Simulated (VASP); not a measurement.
# AlN (Fm-3m) in VASP: elastic constants with PBEsol

Aim: the elastic constants of AlN with PBEsol.

Program: VASP 6.6.1. These are calculated values, not measurements. Logs are shortened: lines on timing, memory, paths and dates and some standing lists are left out, and cuts for length are marked.

### 1 The cell of the first run

It takes space group Fm-3m (No. 225, cubic). The conventional cell has a = 4.045 Å, b = 4.045 Å, c = 4.045 Å, α = 90.00°, β = 90.00°, γ = 90.00°. Al (site symmetry m-3m) has 6 N at 2.02 Å within 2.7 Å. Within 2.7 Å of N (site symmetry m-3m) lie 6 Al at 2.02 Å.

### 2 Elastic constants, PBEsol

INCAR reads:

```
SYSTEM = AlN
  PREC = Accurate
  ENCUT = 600
  EDIFF = 1E-8
  ISMEAR = 0
  SIGMA = 0.05
  LREAL = .False.
  LASPH = .True.
  NELM = 60
  ALGO = Normal
  ISIF = 3
  LWAVE = .False.
  LCHARG = .False.
  GGA = PS
  IBRION = 6
  NFREE = 2
  POTIM = 0.015
  NSW = 1
```

KPOINTS reads:

```
regular mesh
0
Gamma
  14 14 14
  0 0 0
```

POSCAR reads:

```
AlN
1.0
    0.0000000000      2.0226146461      2.0226146461
    2.0226146461      0.0000000000      2.0226146461
    2.0226146461      2.0226146461      0.0000000000
Al N
1 1
Direct
    0.0000000000      0.0000000000      0.0000000000
    0.5000000000      0.5000000000      0.5000000000
```

Potentials or basis: VASP PAW PBE potentials, release 64 (Al, N).

Run with:

```sh
> cat potpaw_PBE.64/Al/POTCAR potpaw_PBE.64/N/POTCAR > POTCAR
> mpirun -np 1 vasp_std > vasp.out
```

OUTCAR:

```text
SYSTEM = AlN
   PREC = Accurate
   ENCUT = 600
   EDIFF = 1E-8
   ISMEAR = 0
   LREAL = .False.
   LASPH = .True.
   NELM = 60
   ISIF = 3
   GGA = PS
   IBRION = 6
   NFREE = 2
   POTIM = 0.015
   NSW = 1

 ion  position               nearest neighbor table
   1  0.000  0.000  0.000-   2 2.02   2 2.02   2 2.02   2 2.02   2 2.02   2 2.02
   2  0.500  0.500  0.500-   1 2.02   1 2.02   1 2.02   1 2.02   1 2.02   1 2.02

  LATTYP: Found a face centered cubic cell.
 ALAT       =     4.0452292922

  Lattice vectors:

 A1 = (   0.0000000000,   2.0226146461,   2.0226146461)
 A2 = (   2.0226146461,   0.0000000000,   2.0226146461)
 A3 = (   2.0226146461,   2.0226146461,   0.0000000000)

Analysis of symmetry for initial positions (statically):
=====================================================================
 Subroutine PRICEL returns:
 Original cell was already a primitive cell.

 Routine SETGRP: Setting up the symmetry group for a
 face centered cubic supercell.

 Subroutine GETGRP returns: Found 48 space group operations
 (whereof 48 operations were pure point group operations)
 out of a pool of 48 trial point group operations.

The static configuration has the point symmetry O_h .

Analysis of symmetry for dynamics (positions and initial velocities):
=====================================================================
 Subroutine PRICEL returns:
 Original cell was already a primitive cell.

 Routine SETGRP: Setting up the symmetry group for a
 face centered cubic supercell.

 Subroutine GETGRP returns: Found 48 space group operations
 (whereof 48 operations were pure point group operations)
 out of a pool of 48 trial point group operations.

The dynamic configuration has the point symmetry O_h .

 Subroutine INISYM returns: Found 48 space group operations
 (whereof 48 operations are pure point group operations),
 and found     1 'primitive' translations

----------------------------------------------------------------------------------------

                                     Primitive cell

  volume of cell :      16.5489

  direct lattice vectors                    reciprocal lattice vectors
     0.000000000  2.022614646  2.022614646    -0.247204776  0.247204776  0.247204776
     2.022614646  0.000000000  2.022614646     0.247204776 -0.247204776  0.247204776
     2.022614646  2.022614646  0.000000000     0.247204776  0.247204776 -0.247204776

  length of vectors
     2.860409064  2.860409064  2.860409064     0.428171231  0.428171231  0.428171231

  position of ions in fractional coordinates (direct lattice)
     0.000000000  0.000000000  0.000000000
     0.500000000  0.500000000  0.500000000

  ion indices of the primitive-cell ions
   primitive index   ion index
                 1           1
                 2           2

----------------------------------------------------------------------------------------

 KPOINTS: regular mesh

Automatic generation of k-mesh.
 Grid dimensions read from file:
 generate k-points for:   14   14   14

 Generating k-lattice:

  Cartesian coordinates                     Fractional coordinates (reciprocal lattice)
    -0.017657484  0.017657484  0.017657484     0.071428571  0.000000000  0.000000000
     0.017657484 -0.017657484  0.017657484     0.000000000  0.071428571  0.000000000
     0.017657484  0.017657484 -0.017657484     0.000000000  0.000000000  0.071428571

[... 101 lines left out ...]
  ext. energy  EPLUGINS =         0.00000000
  ---------------------------------------------------
  free energy    TOTEN  =       -15.45078387 eV

  energy without entropy =      -15.45078387  energy(sigma->0) =      -15.45078387

------------------------ aborting loop because EDIFF is reached ----------------------------------------

  FORCE on cell =-STRESS in cart. coord.  units (eV):
  Direction    XX          YY          ZZ          XY          YZ          ZX
  --------------------------------------------------------------------------------------
  -------------------------------------------------------------------------------------
  Total       -0.0255384     -0.0255384     -0.0255384     -0.0000000      0.0000000     -0.0000000
  in kB       -2.4724941     -2.4724941     -2.4724941     -0.0000000      0.0000000     -0.0000000
  external PRESSURE =      -2.4724941 kB  Pullay stress =       0.0000000 kB
[... 89 lines left out ...]
  FREE ENERGIE OF THE ION-ELECTRON SYSTEM (eV)
  ---------------------------------------------------
  free  energy   TOTEN  =       -15.4455763676 eV

  energy  without entropy=      -15.4455763676  energy(sigma->0) =      -15.44557637

 E-fermi :   9.9939     XC(G=0): -12.3754

 val. band max:        9.7450883477   @ k =   0.0000   0.0000   0.0000
 cond. band min:      14.0319912084   @ k =   0.5000   0.0000   0.5000
 fundamental gap:      4.2869028607
 Fermi energy:         9.9939315118

 k-point     1 :       0.0000    0.0000    0.0000
  band No.  band energies     occupation
      1      -7.7276      2.00000
      2       9.6399      2.00000
      3       9.6399      2.00000
      4       9.7451      2.00000
      5      15.1091      0.00000
      6      21.5208      0.00000
      7      21.7187      0.00000
      8      21.7187      0.00000
[... 243 lines left out ...]
 k-point    24 :       0.2857    0.1429    0.0000
  band No.  band energies     occupation
      1      -6.3022      2.00000
      2       5.6139      2.00000
      3       8.3903      2.00000
      4       8.4587      2.00000
      5      17.2698      0.00000
      6      18.9592      0.00000
      7      20.1604      0.00000
      8      23.1633      0.00000

 [... further k-points ...]

[... ionic steps 4 to 14 ...]

--------------------------------------- Ionic step       15  -------------------------------------------

 number of electron       7.9999999 magnetization

------------------------ aborting loop because EDIFF is reached ----------------------------------------
[... 67 lines left out ...]
--------------------------------------- Ionic step       17  -------------------------------------------

 number of electron       8.0000000 magnetization

 Free energy of the ion-electron system (eV)
  ---------------------------------------------------
  ext. energy  EPLUGINS =         0.00000000
  ---------------------------------------------------
  free energy    TOTEN  =       -15.44995788 eV

  energy without entropy =      -15.44995788  energy(sigma->0) =      -15.44995788

 E-fermi :  10.0658     XC(G=0): -12.4456

 val. band max:        9.8675884224   @ k =   0.0000   0.0000   0.0000
 cond. band min:      14.4080011905   @ k =   0.5000   0.5000   0.0000
 fundamental gap:      4.5404127681
 Fermi energy:        10.0658038052

 k-point     1 :       0.0000    0.0000    0.0000
  band No.  band energies     occupation
      1      -7.6701      2.00000
      2       9.8666      2.00000
      3       9.8676      2.00000
      4       9.8676      2.00000
      5      15.5165      0.00000
      6      21.8896      0.00000
      7      21.8898      0.00000
      8      21.8898      0.00000
[... 282 lines left out ...]
  FREE ENERGIE OF THE ION-ELECTRON SYSTEM (eV)
  ---------------------------------------------------
  free  energy   TOTEN  =       -15.4499578821 eV

  energy  without entropy=      -15.4499578821  energy(sigma->0) =      -15.44995788

 INTERNAL STRAIN TENSORS FROM STRAINED CELLS
 ============================================

 INTERNAL STRAIN TENSOR FOR ION    1 for displacements in x,y,z  (eV/Angst):
          X           Y           Z          XY          YZ          ZX
  --------------------------------------------------------------------------------
  x    -0.00000    -0.00000    -0.00000     0.00000     0.00000     0.00000
  y    -0.00000     0.00000    -0.00000    -0.00000     0.00000     0.00000
  z     0.00000     0.00000    -0.00000     0.00000    -0.00000    -0.00000

 INTERNAL STRAIN TENSORS FROM DISPLACED ATOMS
 ============================================

 INTERNAL STRAIN TENSOR FOR ION    1 for displacements in x,y,z  (eV/Angst):
          X           Y           Z          XY          YZ          ZX
  --------------------------------------------------------------------------------
  x     0.00000     0.00000     0.00000     0.00000     0.00000     0.00000
  y     0.00000     0.00000     0.00000     0.00000     0.00000     0.00000
  z     0.00000     0.00000     0.00000     0.00000     0.00000     0.00000

 INTERNAL STRAIN TENSOR FOR ION    2 for displacements in x,y,z  (eV/Angst):
          X           Y           Z          XY          YZ          ZX
  --------------------------------------------------------------------------------
  x     0.00000     0.00000     0.00000     0.00000     0.00000     0.00000
  y     0.00000     0.00000     0.00000     0.00000     0.00000     0.00000
  z     0.00000     0.00000     0.00000     0.00000     0.00000     0.00000

 Eigenvectors and eigenvalues of the dynamical matrix
 ----------------------------------------------------

   1 f  =   13.965060 THz    87.745059 2PiTHz  465.824257 cm-1    57.754821 meV
             X         Y         Z           dx          dy          dz
      0.000000  0.000000  0.000000     0.000000    0.584525   -0.000000
      2.022615  2.022615  2.022615     0.000000   -0.811375   -0.000000
[... 21 lines left out ...]
   6 f/i=    0.000474 THz     0.002977 2PiTHz    0.015804 cm-1     0.001959 meV
             X         Y         Z           dx          dy          dz
      0.000000  0.000000  0.000000    -0.294731   -0.748290    0.107361
      2.022615  2.022615  2.022615    -0.212328   -0.539078    0.077345

--------------------------------------------------------------------------------------------------------

 ELASTIC MODULI CONTR FROM IONIC RELAXATION (kBar)
 Direction    XX          YY          ZZ          XY          YZ          ZX
 --------------------------------------------------------------------------------
 XX           0.0000      0.0000      0.0000      0.0000      0.0000      0.0000
 YY           0.0000      0.0000      0.0000      0.0000      0.0000      0.0000
 ZZ           0.0000      0.0000      0.0000      0.0000      0.0000      0.0000
 XY           0.0000      0.0000      0.0000      0.0000      0.0000      0.0000
 YZ           0.0000      0.0000      0.0000      0.0000      0.0000      0.0000
 ZX           0.0000      0.0000      0.0000      0.0000      0.0000      0.0000
 --------------------------------------------------------------------------------

 TOTAL ELASTIC MODULI (kBar)
 Direction    XX          YY          ZZ          XY          YZ          ZX
 --------------------------------------------------------------------------------
 XX        4549.2795   1671.2788   1671.2788      0.0000      0.0000      0.0000
 YY        1671.2788   4549.2795   1671.2788     -0.0000      0.0000      0.0000
 ZZ        1671.2788   1671.2788   4549.2795      0.0000      0.0000     -0.0000
 XY           0.0000     -0.0000      0.0000   3115.1408      0.0000      0.0000
 YZ           0.0000      0.0000      0.0000      0.0000   3115.1408      0.0000
 ZX           0.0000      0.0000     -0.0000      0.0000      0.0000   3115.1408
 --------------------------------------------------------------------------------
```

Wall time 13 min (1 thread of Intel Xeon 8259CL, shared host); peak memory 0.36 GiB.

What came out:

| Quantity | Value |
| --- | --- |
| Elastic constants C11, C12, C44 | 455, 167, 312 GPa |
| Voigt bulk modulus | 263 GPa |
| Highest phonon frequency at Γ, LO-TO splitting left out | 466 cm⁻¹ |

Phonon frequencies in cm⁻¹ (negative: imaginary):
```csv
q point,frequencies
"(0.000, 0.000, 0.000)",0 0 0 466 466 466
```

Elastic tensor in Voigt notation (GPa, in the Cartesian axes of the cell as first typed):
```
455 167 167   0   0   0
167 455 167   0   0   0
167 167 455   0   0   0
  0   0   0 312   0   0
  0   0   0   0 312   0
  0   0   0   0   0 312
```

Clamped-ion elastic tensor (GPa):
```
455 167 167   0   0   0
167 455 167   0   0   0
167 167 455   0   0   0
  0   0   0 312   0   0
  0   0   0   0 312   0
  0   0   0   0   0 312
```

Caveat: the PAW data sets were made with another functional, which shifts forces and pressure a little.
